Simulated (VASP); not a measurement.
# Al16H2C in VASP: single point with PBE

Aim: the single point of Al16H2C with PBE.

Everything below comes from runs of VASP 6.6.1. Logs are shortened: lines on timing, memory, paths and dates and some standing lists are left out, and cuts for length are marked.

## (1) The cell of the first run

The cell holds a slab with vacuum, 19 atoms: a = 8.100 Å, b = 5.728 Å, c = 15.296 Å, α = 90.00°, β = 90.00°, γ = 90.00°.

## (2) Single point, PBE

File INCAR:

```
ALGO = Normal ; EDIFF = 1E-6
ENCUT = 520 ; GGA = PE
ISIF = 2 ; ISMEAR = 0
LASPH = True ; LCHARG = True
LELF = True ; LREAL = Auto
LVHAR = True ; LWAVE = False
NBANDS = 42 ; NELM = 60
PREC = Accurate ; SIGMA = 0.05
```

File KPOINTS:

```
k-points
0
Gamma
  2 3 1
```

File POSCAR:

```
Al16H2C
1.0
    8.1000000000      0.0000000000      0.0000000000
    0.0000000000      5.7275650000      0.0000000000
    0.0000000000      0.0000000000     15.2956740000
Al C H
16 1 2
Direct
    0.2500000000      0.2500000000      0.0653780000
    0.7500000000      0.2500000000      0.0653780000
    0.2500000000      0.7500000000      0.0653780000
    0.7500000000      0.7500000000      0.0653780000
   -0.0027323554     -0.0012271900      0.1453261808
    0.5028622316     -0.0011639886      0.1452422698
   -0.0069832311      0.4987466868      0.1540343107
    0.5069337026      0.4986438180      0.1538482310
    0.2500608099      0.2661367726      0.2431024460
    0.7501617108      0.2135812029      0.2370568925
    0.2500195429      0.7576017313      0.2486623795
    0.7502536879      0.7315509164      0.2464258203
    0.0135882091      0.0248793795      0.3258142156
    0.4868222737      0.0249207592      0.3257398792
   -0.0066789557      0.5096957945      0.3302247854
    0.5069002270      0.5097439380      0.3300923345
    0.7500751465      0.5914670010      0.3784240741
    0.7499987249      0.4197248072      0.4121752988
    0.7500769897      0.7292142859      0.4286684078
```

Potentials or basis: VASP PAW PBE potentials, release 64 (Al, C, H).

Run with:

```
$ cat potpaw_PBE.64/Al/POTCAR potpaw_PBE.64/C/POTCAR potpaw_PBE.64/H/POTCAR > POTCAR
$ mpirun -np 1 vasp_std > vasp.out
```

OUTCAR:

```text
EDIFF = 1E-6
   ENCUT = 520
   GGA = PE
   ISIF = 2
   ISMEAR = 0
   LASPH = True
   LREAL = Auto
   NELM = 60
   PREC = Accurate

 ion  position               nearest neighbor table
   1  0.250  0.250  0.065-   9 2.72   5 2.79   6 2.79   8 2.86   3 2.86   3 2.86   7 2.86
   2  0.750  0.250  0.065-  10 2.63   6 2.75   5 2.75   8 2.78   7 2.78   4 2.86   4 2.86
   3  0.250  0.750  0.065-   5 2.78   6 2.78  11 2.80   1 2.86   1 2.86   8 2.87   7 2.87
   4  0.750  0.750  0.065-   6 2.74   5 2.75  12 2.77   8 2.79   7 2.79   2 2.86   2 2.86
   5  0.997  0.999  0.145-  10 2.74   4 2.75   2 2.75  13 2.77   3 2.78   1 2.79   7 2.87   7 2.87
                            11 2.93  12 2.96   9 2.96
   6  0.503  0.999  0.145-  10 2.74   4 2.74   2 2.75  14 2.77   3 2.78   1 2.79   8 2.87   8 2.87
                            11 2.93  12 2.96   9 2.96
   7  0.993  0.499  0.154-  15 2.70  12 2.76   2 2.78   4 2.79   9 2.82  10 2.85   1 2.86   5 2.87
                             5 2.87   3 2.87  11 2.94
   8  0.507  0.499  0.154-  16 2.70  12 2.77   2 2.78   4 2.79   9 2.82  10 2.86   1 2.86   6 2.87
                             6 2.87   3 2.87  11 2.94
   9  0.250  0.266  0.243-  13 2.68  14 2.68   1 2.72  11 2.82   7 2.82   8 2.82  16 2.84  15 2.84
                            11 2.91   5 2.96   6 2.96
  10  0.750  0.214  0.237-   2 2.63   5 2.74   6 2.74  14 2.75  13 2.75  12 2.76   7 2.85   8 2.86
                            16 2.96  15 2.96  12 2.97
  11  0.250  0.758  0.249-  13 2.72  14 2.72   3 2.80  15 2.81  16 2.81   9 2.82   9 2.91   5 2.93
                             6 2.93   7 2.94   8 2.94
  12  0.750  0.732  0.246-  17 2.17  15 2.67  16 2.67   7 2.76  10 2.76   8 2.77   4 2.77   5 2.96
                             6 2.96  10 2.97  13 2.97  14 2.97
  13  0.014  0.025  0.326-   9 2.68  11 2.72  10 2.75   5 2.77  15 2.78  15 2.96  12 2.97
  14  0.487  0.025  0.326-   9 2.68  11 2.72  10 2.75   6 2.77  16 2.78  16 2.96  12 2.97
  15  0.993  0.510  0.330-  17 2.16  12 2.67   7 2.70  13 2.78  11 2.81   9 2.84  13 2.96  10 2.96

  16  0.507  0.510  0.330-  17 2.16  12 2.67   8 2.70  14 2.78  11 2.81   9 2.84  14 2.96  10 2.96

  17  0.750  0.591  0.378-  19 1.10  18 1.11  15 2.16  16 2.16  12 2.17
  18  0.750  0.420  0.412-  17 1.11
  19  0.750  0.729  0.429-  17 1.10

  LATTYP: Found a simple orthorhombic cell.
 ALAT       =     5.7275650000
 B/A-ratio  =     1.4142135445
 C/A-ratio  =     2.6705369559

  Lattice vectors:

 A1 = (   0.0000000000,  -5.7275650000,   0.0000000000)
 A2 = (   8.1000000000,   0.0000000000,   0.0000000000)
 A3 = (   0.0000000000,   0.0000000000,  15.2956740000)

Analysis of symmetry for initial positions (statically):
=====================================================================
 Subroutine PRICEL returns:
 Original cell was already a primitive cell.

 Routine SETGRP: Setting up the symmetry group for a
 simple orthorhombic supercell.

 Subroutine GETGRP returns: Found  1 space group operations
 (whereof  1 operations were pure point group operations)
 out of a pool of  8 trial point group operations.

The static configuration has the point symmetry C_1 .

Analysis of symmetry for dynamics (positions and initial velocities):
=====================================================================
 Subroutine PRICEL returns:
 Original cell was already a primitive cell.

 Routine SETGRP: Setting up the symmetry group for a
 simple orthorhombic supercell.

 Subroutine GETGRP returns: Found  1 space group operations
 (whereof  1 operations were pure point group operations)
 out of a pool of  8 trial point group operations.

The dynamic configuration has the point symmetry C_1 .

 Subroutine INISYM returns: Found  1 space group operations
 (whereof  1 operations are pure point group operations),
 and found     1 'primitive' translations

----------------------------------------------------------------------------------------

                                     Primitive cell

  volume of cell :     709.6164

  direct lattice vectors                    reciprocal lattice vectors
     8.100000000  0.000000000  0.000000000     0.123456790  0.000000000  0.000000000
     0.000000000  5.727565000  0.000000000     0.000000000  0.174594265  0.000000000
     0.000000000  0.000000000 15.295674000     0.000000000  0.000000000  0.065377962

  length of vectors
     8.100000000  5.727565000 15.295674000     0.123456790  0.174594265  0.065377962

  position of ions in fractional coordinates (direct lattice)
     0.250000000  0.250000000  0.065378000
     0.750000000  0.250000000  0.065378000
     0.250000000  0.750000000  0.065378000
     0.750000000  0.750000000  0.065378000
     0.997267645  0.998772810  0.145326181
     0.502862232  0.998836011  0.145242270
[... 11 lines left out ...]
     0.749998725  0.419724807  0.412175299
     0.750076990  0.729214286  0.428668408

  ion indices of the primitive-cell ions
   primitive index   ion index
                 1           1
                 2           2
                 3           3
                 4           4
                 5           5
                 6           6
[... 11 lines left out ...]
                18          18
                19          19

----------------------------------------------------------------------------------------

 KPOINTS: k-points

Automatic generation of k-mesh.
 Grid dimensions read from file:
 generate k-points for:    2    3    1

 Generating k-lattice:

  Cartesian coordinates                     Fractional coordinates (reciprocal lattice)
     0.061728395  0.000000000  0.000000000     0.500000000  0.000000000  0.000000000
     0.000000000  0.058198088  0.000000000     0.000000000  0.333333333  0.000000000
     0.000000000  0.000000000  0.065377962     0.000000000  0.000000000  1.000000000

  Length of vectors
     0.061728395  0.058198088  0.065377962

  Shift w.r.t. Gamma in fractional coordinates (k-lattice)
     0.000000000  0.000000000  0.000000000

 Subroutine IBZKPT returns following result:
 ===========================================

 Found      4 irreducible k-points:

 Following reciprocal coordinates:
            Coordinates               Weight
  0.000000  0.000000  0.000000      1.000000
  0.500000  0.000000  0.000000      1.000000
  0.000000  0.333333  0.000000      2.000000
  0.500000  0.333333  0.000000      2.000000
   k-points           NKPTS =      4   k-points in BZ     NKDIM =      4   number of bands    NBANDS=     42
   number of dos      NEDOS =    301   number of ions     NIONS =     19
   total plane-waves  NPLWV = 345600
   dimension x,y,z NGX =    60 NGY =   48 NGZ =  120
   dimension x,y,z NGXF=   120 NGYF=   96 NGZF=  240
   ions per type =              16   1   2
   NGX,Y,Z   is equivalent  to a cutoff of  12.31, 13.93, 13.04 a.u.
   NGXF,Y,Z  is equivalent  to a cutoff of  24.63, 27.86, 26.09 a.u.
 SYSTEM =  unknown system
   PREC   = accura    normal or accurate (medium, high low for compatibility)
   ISTART =      0    job   : 0-new  1-cont  2-samecut
   ICHARG =      2    charge: 1-file 2-atom 10-const
   ISPIN  =      1    spin polarized calculation?
   LNONCOLLINEAR =      F non collinear calculations
   LSORBIT =      F    spin-orbit coupling
   LASPH  =      T    aspherical Exc in radial PAW
   ENCUT  =  520.0 eV  38.22 Ry    6.18 a.u.  15.06 10.65 28.44*2*pi/ulx,y,z
   NELM   =     60;   NELMIN=  2; NELMDL= -5     # of ELM steps
   EDIFF  = 0.1E-05   stopping-criterion for ELM
   LREAL  =      T    real-space projection
   EDIFFG = 0.1E-04   stopping-criterion for IOM
   NSW    =      0    number of steps for IOM
   IBRION =     -1    ionic relax: 0-MD 1-quasi-New 2-CG
   NFREE  =      0    steps in history (QN), initial steepest desc. (CG)
   ISIF   =      2    stress and relaxation
   ISYM   =      2    0-nonsym 1-usesym 2-fastsym
   POTIM  = 0.5000    time-step for ionic-motion
   TEBEG  =    0.0;   TEEND  =   0.0 temperature during run
   PSTRESS=    0.0 pullay stress
   NELECT =      54.0000    total number of electrons
   NUPDOWN=      -1.0000    fix difference up-down
   EMIN   =  10.00;   EMAX   =-10.00  energy-range for DOS
   EFERMI =   0.00;   METHOD = LEGACY
   ISMEAR =     0;   SIGMA  =   0.05  broadening in eV -4-tet -1-fermi 0-gaus
   EFERMI_NEDOS =   21; number of points for ismear=-14 and -15
   IALGO  =     38    algorithm
   IMIX   =      4    mixing-type and parameters
     AMIX     =   0.40;   BMIX     =  1.00
     AMIX_MAG =   1.60;   BMIX_MAG =  1.00
  volume/ion in A,a.u.               =      37.35       252.04
  Fermi-wavevector in a.u.,A,eV,Ry     =   0.693742  1.310983  6.548190  0.481278
  Thomas-Fermi vector in A             =   1.776041
   LORBIT       =      0    0 simple, 1 ext, 2 COOP (PROOUT), +10 PAW based schemes
   GGA     = PE    functional components
   LHFCALC =     F    Hartree Fock is set to
   AEXX    =    0.0000 exact exchange contribution
   IVDW    =     0    specifies the selected vdW correction
   LEPSILON=     F    determine dielectric tensor
   LRPA    =     F    only Hartree local field effects (RPA)
 non-spin polarized calculation
 Gauss-broadening in eV      SIGMA  =   0.05
  energy-cutoff  :      520.00
  volume of cell :      709.62
 maximum number of plane-waves:     19139
   NGX = 31   NGY = 21   NGZ = 57

 number of electron      53.9999999 magnetization

 Free energy of the ion-electron system (eV)
  ---------------------------------------------------
  ext. energy  EPLUGINS =         0.00000000
  ---------------------------------------------------
  free energy    TOTEN  =       -69.93940300 eV

  energy without entropy =      -69.93928842  energy(sigma->0) =      -69.93934571

 E-fermi :   0.6150     XC(G=0):  -5.2101

 val. band max:        0.5020351239   @ k =   0.0000   0.3333   0.0000
 cond. band min:       0.7278853594   @ k =   0.5000   0.3333   0.0000
 fundamental gap:      0.2258502355
 Fermi energy:         0.6149612459

 k-point     1 :       0.0000    0.0000    0.0000
  band No.  band energies     occupation
      1     -12.5398      2.00000
      2      -9.5396      2.00000
      3      -7.5058      2.00000
      4      -7.4742      2.00000
      5      -7.0021      2.00000
      6      -6.2802      2.00000
[... 31 lines left out ...]
     38       2.9560      0.00000
     39       3.0663      0.00000

 k-point     2 :       0.5000    0.0000    0.0000
  band No.  band energies     occupation
      1     -12.5362      2.00000
      2      -9.0595      2.00000
      3      -9.0004      2.00000
      4      -6.7198      2.00000
      5      -6.5097      2.00000
      6      -6.2514      2.00000
[... 31 lines left out ...]
     38       3.0747      0.00000
     39       3.1151      0.00000

 k-point     3 :       0.0000    0.3333    0.0000
  band No.  band energies     occupation
      1     -12.5146      2.00000
      2      -9.0808      2.00000
      3      -7.6956      2.00000
      4      -7.0269      2.00000
      5      -7.0058      2.00000
      6      -6.7189      2.00000
[... 31 lines left out ...]
     38       2.7892      0.00000
     39       3.2823      0.00000

 k-point     4 :       0.5000    0.3333    0.0000
  band No.  band energies     occupation
      1     -12.5122      2.00000
      2      -8.5655      2.00000
      3      -8.5613      2.00000
      4      -7.2692      2.00000
      5      -7.0934      2.00000
      6      -6.4201      2.00000
[... 31 lines left out ...]
     38       3.3350      0.00000
     39       3.4243      0.00000
 [bands above 39 left out]

------------------------ aborting loop because EDIFF is reached ----------------------------------------

  FORCE on cell =-STRESS in cart. coord.  units (eV):
  Direction    XX          YY          ZZ          XY          YZ          ZX
  --------------------------------------------------------------------------------------
  -------------------------------------------------------------------------------------
  Total        6.0351948    -10.2653604     -0.0034243     -0.0069562      0.0436140     -0.0235251
  in kB       13.6263082    -23.1772082     -0.0077314     -0.0157057      0.0984719     -0.0531152
  external PRESSURE =      -3.1862105 kB  Pullay stress =       0.0000000 kB

 VOLUME and BASIS-vectors are now :
 -----------------------------------------------------------------------------
  energy-cutoff  :      520.00
  volume of cell :      709.62
      direct lattice vectors                 reciprocal lattice vectors
     8.100000000  0.000000000  0.000000000     0.123456790  0.000000000  0.000000000
     0.000000000  5.727565000  0.000000000     0.000000000  0.174594265  0.000000000
     0.000000000  0.000000000 15.295674000     0.000000000  0.000000000  0.065377962

 POSITION                                       TOTAL-FORCE (eV/Angst)
 -----------------------------------------------------------------------------------
      2.02500      1.43189      1.00000        -0.002439      0.440142      0.120407
      6.07500      1.43189      1.00000         0.004487     -0.309095     -0.490829
      2.02500      4.29567      1.00000        -0.000976     -0.384355      0.348205
      6.07500      4.29567      1.00000         0.003016      0.246369      0.010261
      8.07787      5.72054      2.22286        -0.004062      0.003382     -0.001654
      4.07318      5.72090      2.22158         0.002939      0.000627      0.005004
[... 11 lines left out ...]
      6.07499      2.40400      6.30450         0.000250     -0.022779      0.008825
      6.07562      4.17662      6.55677        -0.000351      0.024125      0.011176
 -----------------------------------------------------------------------------------
    total drift:                               -0.002906     -0.001700      0.001510

  FREE ENERGIE OF THE ION-ELECTRON SYSTEM (eV)
  ---------------------------------------------------
  free  energy   TOTEN  =       -69.9394029967 eV

  energy  without entropy=      -69.9392884164  energy(sigma->0) =      -69.93934571
```

It took 7.2 min on 1 thread of Intel Xeon 8259CL, shared host; peak memory 0.69 GiB.

Results:

```
Free energy            : -69.9394 eV
Largest force          : 0.580 eV/Å
Band gap on the k mesh : zero (bands 27 and 28 overlap by 0.35 eV)
```

Forces in eV/Å, atoms in the order of the input:
```
Al  -0.002  0.440  0.120
Al   0.004 -0.309 -0.491
Al  -0.001 -0.384  0.348
Al   0.003  0.246  0.010
Al  -0.004  0.003 -0.002
Al   0.003  0.001  0.005
Al   0.000  0.001 -0.008
Al   0.006  0.007  0.008
Al   0.003 -0.004  0.006
Al  -0.003 -0.002 -0.002
Al   0.006 -0.006 -0.007
Al  -0.010 -0.002  0.007
Al  -0.002  0.005  0.007
Al  -0.004  0.003  0.003
Al   0.001 -0.007 -0.001
Al   0.001 -0.006 -0.005
C   -0.001  0.012 -0.020
H    0.000 -0.023  0.009
H    0.000  0.024  0.011
```

Caveat: the k points lie up to 0.39 Å⁻¹ apart.
